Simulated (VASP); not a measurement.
# Nb20H (a cell with a defect) in VASP: single point with PBEsol

Aim: the single point of Nb20H (a cell with a defect) with PBEsol.

Program: VASP 6.6.1. These are calculated values, not measurements. Logs are shortened: lines on timing, memory, paths and dates and some standing lists are left out, and cuts for length are marked.

## Step 1: The cell of the first run

The cell holds a defect, 21 atoms: a = 7.131 Å, b = 7.131 Å, c = 7.131 Å, α = 80.92°, β = 80.92°, γ = 80.92°.

## Step 2: Single point, PBEsol

INCAR reads:

```
PREC = Accurate
ENCUT = 520
EDIFF = 1E-6
ISMEAR = 0
SIGMA = 0.1
LREAL = Auto
LASPH = T
NELM = 100
ALGO = Normal
ISIF = 2
LWAVE = F
LCHARG = F
GGA = PS
NBANDS = 146
```

KPOINTS reads:

```
regular mesh
0
Gamma
  3 3 3
```

POSCAR reads:

```
Nb20H
1.0
   -4.9082182090     -4.9082182090      1.6360727363
   -4.9082182090      1.6360727363     -4.9082182090
    1.6360727363     -4.9082182090     -4.9082182090
Nb H
20 1
Direct
    0.8020149538      0.7875996411      0.7875996411
    0.4017850707      0.8997427604      0.8997427604
    0.9010421831      0.3981123733      0.8993750811
    0.9010421831      0.8993750811      0.3981123733
    0.5982092228      0.5965742099      0.5965742099
    0.2002700691      0.6977042491      0.6977042491
    0.7013655167      0.1978851507      0.7015430760
    0.3007587554      0.3000877889      0.8019594245
    0.7013655167      0.7015430760      0.1978851507
    0.3007587554      0.8019594245      0.3000877889
    0.8008755790      0.3021420986      0.3021420986
    0.4003882501      0.4024411845      0.4024411845
   -0.0006433699      0.4979163713      0.4979163713
    0.4993206487      0.0005807505      0.5027790829
    0.1008546847      0.0985438156      0.6010309494
    0.4993206487      0.5027790829      0.0005807505
    0.1008546847      0.6010309494      0.0985438156
    0.5914224218      0.1111648926      0.1111648926
    0.1999564523      0.2045719255      0.2045719255
    0.0086647737      0.0016776149      0.0016776149
    0.7643665665      0.9600326838     -0.0399671717
```

Potentials or basis: VASP PAW PBE potentials, release 64 (Nb_sv, H).

On the command line:

```sh
cat potpaw_PBE.64/Nb_sv/POTCAR potpaw_PBE.64/H/POTCAR > POTCAR
mpirun -np 1 vasp_std > vasp.out
```

OUTCAR:

```text
PREC = Accurate
   ENCUT = 520
   EDIFF = 1E-6
   ISMEAR = 0
   LREAL = Auto
   LASPH = T
   NELM = 100
   ISIF = 2
   GGA = PS

 ion  position               nearest neighbor table
   1  0.802  0.788  0.788-  21 1.83   5 2.77   3 2.78   4 2.78   6 2.81   2 2.86   9 2.89   7 2.89
                            20 3.00
   2  0.402  0.900  0.900-  20 2.79  14 2.81  16 2.81  10 2.83   8 2.83   6 2.86   1 2.86  18 2.90

   3  0.901  0.398  0.899-   1 2.78  20 2.82   7 2.82   8 2.83  13 2.84  17 2.84  11 2.85  16 2.85

   4  0.901  0.899  0.398-   1 2.78  20 2.82   9 2.82  10 2.83  13 2.84  15 2.84  11 2.85  14 2.85

   5  0.598  0.597  0.597-   1 2.77  12 2.77   6 2.82   9 2.83   7 2.83  13 2.84  16 2.85  14 2.85

   6  0.200  0.698  0.698-   1 2.81   5 2.82   8 2.82  10 2.82  15 2.84  17 2.84  13 2.84   2 2.86

   7  0.701  0.198  0.702-   3 2.82  14 2.82  15 2.83   5 2.83  11 2.83   8 2.84   1 2.89  18 2.90

   8  0.301  0.300  0.802-   6 2.82   3 2.83  12 2.83  16 2.83   2 2.83   7 2.84  15 2.84  19 2.85

   9  0.701  0.702  0.198-   4 2.82  16 2.82  17 2.83   5 2.83  11 2.83  10 2.84   1 2.89  18 2.90

  10  0.301  0.802  0.300-   6 2.82   4 2.83  12 2.83  14 2.83   2 2.83   9 2.84  17 2.84  19 2.85
[... 9 lines left out ...]
  15  0.101  0.099  0.601-  19 2.82  14 2.82  20 2.83   7 2.83  13 2.83   6 2.84   4 2.84   8 2.84

  16  0.499  0.503  0.001-  18 2.78   2 2.81  17 2.82   9 2.82   8 2.83  12 2.85   3 2.85   5 2.85

  17  0.101  0.601  0.099-  19 2.82  16 2.82  20 2.83   9 2.83  13 2.83   6 2.84   3 2.84  10 2.84

  18  0.591  0.111  0.111-  21 1.84  19 2.77  14 2.78  16 2.78  11 2.79   2 2.90   9 2.90   7 2.90
                            20 2.97
  19  0.200  0.205  0.205-  18 2.77  17 2.82  15 2.82  12 2.82  20 2.82  11 2.82   8 2.85  10 2.85

  20  0.009  0.002  0.002-  21 1.89   2 2.79   3 2.82   4 2.82  19 2.82  15 2.83  17 2.83  18 2.97
                             1 3.00
  21  0.764  0.960  0.960-   1 1.83  18 1.84  20 1.89

  LATTYP: Found a trigonal (rhomboedric) cell.
 ALAT       =     7.1314757220
 COS(alpha) =     0.1578947368

  Lattice vectors:

 A1 = (  -4.9082182090,  -4.9082182090,   1.6360727363)
 A2 = (  -4.9082182090,   1.6360727363,  -4.9082182090)
 A3 = (   1.6360727363,  -4.9082182090,  -4.9082182090)

Analysis of symmetry for initial positions (statically):
=====================================================================
 Subroutine PRICEL returns:
 Original cell was already a primitive cell.

 Routine SETGRP: Setting up the symmetry group for a
 trigonal (rhombohedral) supercell.

 Subroutine GETGRP returns: Found  2 space group operations
 (whereof  2 operations were pure point group operations)
 out of a pool of 12 trial point group operations.

The static configuration has the point symmetry C_1h.

Analysis of symmetry for dynamics (positions and initial velocities):
=====================================================================
 Subroutine PRICEL returns:
 Original cell was already a primitive cell.

 Routine SETGRP: Setting up the symmetry group for a
 trigonal (rhombohedral) supercell.

 Subroutine GETGRP returns: Found  2 space group operations
 (whereof  2 operations were pure point group operations)
 out of a pool of 12 trial point group operations.

The dynamic configuration has the point symmetry C_1h.

 Subroutine INISYM returns: Found  2 space group operations
 (whereof  2 operations are pure point group operations),
 and found     1 'primitive' translations

----------------------------------------------------------------------------------------

                                     Primitive cell

  volume of cell :     350.3465

  direct lattice vectors                    reciprocal lattice vectors
    -4.908218209 -4.908218209  1.636072736    -0.091682965 -0.091682965  0.061121977
    -4.908218209  1.636072736 -4.908218209    -0.091682965  0.061121977 -0.091682965
     1.636072736 -4.908218209 -4.908218209     0.061121977 -0.091682965 -0.091682965

  length of vectors
     7.131475722  7.131475722  7.131475722     0.143343742  0.143343742  0.143343742

  position of ions in fractional coordinates (direct lattice)
     0.802014954  0.787599641  0.787599641
     0.401785071  0.899742760  0.899742760
     0.901042183  0.398112373  0.899375081
     0.901042183  0.899375081  0.398112373
     0.598209223  0.596574210  0.596574210
     0.200270069  0.697704249  0.697704249
[... 13 lines left out ...]
     0.008664774  0.001677615  0.001677615
     0.764366567  0.960032684  0.960032828

  ion indices of the primitive-cell ions
   primitive index   ion index
                 1           1
                 2           2
                 3           3
                 4           4
                 5           5
                 6           6
[... 13 lines left out ...]
                20          20
                21          21

----------------------------------------------------------------------------------------

 KPOINTS: regular mesh

Automatic generation of k-mesh.
 Grid dimensions read from file:
 generate k-points for:    3    3    3

 Generating k-lattice:

  Cartesian coordinates                     Fractional coordinates (reciprocal lattice)
    -0.030560988 -0.030560988  0.020373992     0.333333333  0.000000000  0.000000000
    -0.030560988  0.020373992 -0.030560988     0.000000000  0.333333333  0.000000000
     0.020373992 -0.030560988 -0.030560988     0.000000000  0.000000000  0.333333333

  Length of vectors
     0.047781247  0.047781247  0.047781247

  Shift w.r.t. Gamma in fractional coordinates (k-lattice)
     0.000000000  0.000000000  0.000000000

 Subroutine IBZKPT returns following result:
 ===========================================

 Found     10 irreducible k-points:

 Following reciprocal coordinates:
            Coordinates               Weight
  0.000000  0.000000  0.000000      1.000000
  0.333333  0.000000  0.000000      2.000000
  0.000000  0.333333  0.000000      4.000000
  0.333333  0.333333  0.000000      4.000000
  0.000000  0.333333  0.333333      2.000000
 -0.333333  0.333333  0.000000      4.000000
  0.000000 -0.333333  0.333333      2.000000
  0.333333  0.333333  0.333333      2.000000
 -0.333333  0.333333  0.333333      2.000000
  0.333333 -0.333333  0.333333      4.000000
   k-points           NKPTS =     10   k-points in BZ     NKDIM =     10   number of bands    NBANDS=    146
   number of dos      NEDOS =    301   number of ions     NIONS =     21
   total plane-waves  NPLWV = 157464
   dimension x,y,z NGX =    54 NGY =   54 NGZ =   54
   dimension x,y,z NGXF=   108 NGYF=  108 NGZF=  108
   ions per type =              20   1
   NGX,Y,Z   is equivalent  to a cutoff of  12.59, 12.59, 12.59 a.u.
   NGXF,Y,Z  is equivalent  to a cutoff of  25.18, 25.18, 25.18 a.u.
 SYSTEM =  unknown system
   PREC   = accura    normal or accurate (medium, high low for compatibility)
   ISTART =      0    job   : 0-new  1-cont  2-samecut
   ICHARG =      2    charge: 1-file 2-atom 10-const
   ISPIN  =      1    spin polarized calculation?
   LNONCOLLINEAR =      F non collinear calculations
   LSORBIT =      F    spin-orbit coupling
   LASPH  =      T    aspherical Exc in radial PAW
   ENCUT  =  520.0 eV  38.22 Ry    6.18 a.u.  13.26 13.26 13.26*2*pi/ulx,y,z
   NELM   =    100;   NELMIN=  2; NELMDL= -5     # of ELM steps
   EDIFF  = 0.1E-05   stopping-criterion for ELM
   LREAL  =      T    real-space projection
   EDIFFG = 0.1E-04   stopping-criterion for IOM
   NSW    =      0    number of steps for IOM
   IBRION =     -1    ionic relax: 0-MD 1-quasi-New 2-CG
   NFREE  =      0    steps in history (QN), initial steepest desc. (CG)
   ISIF   =      2    stress and relaxation
   ISYM   =      2    0-nonsym 1-usesym 2-fastsym
   POTIM  = 0.5000    time-step for ionic-motion
   TEBEG  =    0.0;   TEEND  =   0.0 temperature during run
   PSTRESS=    0.0 pullay stress
   NELECT =     261.0000    total number of electrons
   NUPDOWN=      -1.0000    fix difference up-down
   EMIN   =  10.00;   EMAX   =-10.00  energy-range for DOS
   EFERMI =   0.00;   METHOD = LEGACY
   ISMEAR =     0;   SIGMA  =   0.10  broadening in eV -4-tet -1-fermi 0-gaus
   EFERMI_NEDOS =   21; number of points for ismear=-14 and -15
   IALGO  =     38    algorithm
   IMIX   =      4    mixing-type and parameters
     AMIX     =   0.40;   BMIX     =  1.00
     AMIX_MAG =   1.60;   BMIX_MAG =  1.00
  volume/ion in A,a.u.               =      16.68       112.58
  Fermi-wavevector in a.u.,A,eV,Ry     =   1.484075  2.804494 29.966524  2.202477
  Thomas-Fermi vector in A             =   2.597657
   LORBIT       =      0    0 simple, 1 ext, 2 COOP (PROOUT), +10 PAW based schemes
   GGA     = PS    functional components
   LHFCALC =     F    Hartree Fock is set to
   AEXX    =    0.0000 exact exchange contribution
   IVDW    =     0    specifies the selected vdW correction
   LEPSILON=     F    determine dielectric tensor
   LRPA    =     F    only Hartree local field effects (RPA)
 non-spin polarized calculation
 Gauss-broadening in eV      SIGMA  =   0.10
  energy-cutoff  :      520.00
  volume of cell :      350.35
 maximum number of plane-waves:      9471
 NGX is ok and might be reduce to    54
   NGX = 27   NGY = 27   NGZ = 27

 number of electron     261.0000000 magnetization

 Free energy of the ion-electron system (eV)
  ---------------------------------------------------
  ext. energy  EPLUGINS =         0.00000000
  ---------------------------------------------------
  free energy    TOTEN  =      -222.89147140 eV

  energy without entropy =     -222.77238663  energy(sigma->0) =     -222.83192901

 E-fermi :  11.5162     XC(G=0): -12.8015

 val. band max:       11.5158247780   @ k =   0.3333  -0.3333   0.3333
 cond. band min:      11.5269780635   @ k =   0.3333   0.3333   0.3333
 fundamental gap:      0.0111532855
 Fermi energy:        11.5162358657

 k-point     1 :       0.0000    0.0000    0.0000
  band No.  band energies     occupation
      1     -42.7593      2.00000
      2     -42.5885      2.00000
      3     -42.5880      2.00000
      4     -42.5606      2.00000
      5     -42.5555      2.00000
      6     -42.5409      2.00000
[... 1439 lines left out ...]
    141      13.0519      0.00000
    142      13.1026      0.00000
 [bands above 142 left out]

------------------------ aborting loop because EDIFF is reached ----------------------------------------

  FORCE on cell =-STRESS in cart. coord.  units (eV):
  Direction    XX          YY          ZZ          XY          YZ          ZX
  --------------------------------------------------------------------------------------
  -------------------------------------------------------------------------------------
  Total        1.4156030      1.4156030      4.4817472      0.7533957     -0.5094074     -0.5094073
  in kB        6.4737251      6.4737251     20.4955760      3.4453704     -2.3295823     -2.3295818
  external PRESSURE =      11.1476754 kB  Pullay stress =       0.0000000 kB

 VOLUME and BASIS-vectors are now :
 -----------------------------------------------------------------------------
  energy-cutoff  :      520.00
  volume of cell :      350.35
      direct lattice vectors                 reciprocal lattice vectors
    -4.908218209 -4.908218209  1.636072736    -0.091682965 -0.091682965  0.061121977
    -4.908218209  1.636072736 -4.908218209    -0.091682965  0.061121977 -0.091682965
     1.636072736 -4.908218209 -4.908218209     0.061121977 -0.091682965 -0.091682965

 POSITION                                       TOTAL-FORCE (eV/Angst)
 -----------------------------------------------------------------------------------
     -6.51361     -6.51361     -6.41927        -0.001526     -0.001526      0.013000
     -4.91614     -4.91614     -8.17492         0.000182      0.000182     -0.009855
     -4.90509     -8.18550     -4.89418         0.005505     -0.006712      0.014930
     -8.18550     -4.90509     -4.89418        -0.006712      0.005505      0.014930
     -4.88822     -4.88822     -4.87752        -0.009367     -0.009367     -0.011807
     -3.26596     -3.26596     -6.52131         0.005329      0.005329      0.001205
[... 13 lines left out ...]
     -0.04802     -0.04802     -0.00229         0.006135      0.006135      0.010432
     -6.89304     -6.89305     -8.17354         0.003968      0.003968      0.003180
 -----------------------------------------------------------------------------------
    total drift:                                0.001209      0.001255     -0.002205

  FREE ENERGIE OF THE ION-ELECTRON SYSTEM (eV)
  ---------------------------------------------------
  free  energy   TOTEN  =      -222.8914714037 eV

  energy  without entropy=     -222.7723866262  energy(sigma->0) =     -222.83192901
```

Run time: 15 min. Hardware: 1 thread of AMD EPYC 7R13 (Zen 3), shared host; peak memory 0.55 GiB.

What came out:

| Property | Result |
| --- | --- |
| Free energy | -222.8915 eV |
| Pressure | 1.1 GPa |
| Largest force | 0.027 eV/Å |
| Band gap on the k mesh | zero (an odd number of electrons rules out a gap without spin polarisation) |

Forces on the atoms (eV/Å):
```
Nb  -0.002 -0.002  0.013
Nb   0.000  0.000 -0.010
Nb   0.006 -0.007  0.015
Nb  -0.007  0.006  0.015
Nb  -0.009 -0.009 -0.012
Nb   0.005  0.005  0.001
Nb   0.009  0.006 -0.003
Nb   0.010 -0.004  0.001
Nb   0.006  0.009 -0.003
Nb  -0.004  0.010  0.001
Nb   0.003  0.003 -0.002
Nb  -0.012 -0.012 -0.019
Nb   0.009  0.009  0.017
Nb  -0.001 -0.008 -0.013
Nb  -0.004 -0.001  0.006
Nb  -0.008 -0.001 -0.013
Nb  -0.001 -0.004  0.006
Nb  -0.008 -0.008 -0.025
Nb  -0.003 -0.003  0.012
Nb   0.006  0.006  0.010
H    0.004  0.004  0.003
```

Levels at points of the mesh, in eV from the Fermi level:
| k point | band 128 | band 129 | band 130 | band 131 | band 132 | band 133 |
| --- | --- | --- | --- | --- | --- | --- |
| (0.00, 0.00, 0.00) | -0.27 | -0.26 | 0.28 | 0.31 | 0.32 | 0.38 |

Caveat: the PAW data sets were made with another functional, which shifts forces and pressure a little.
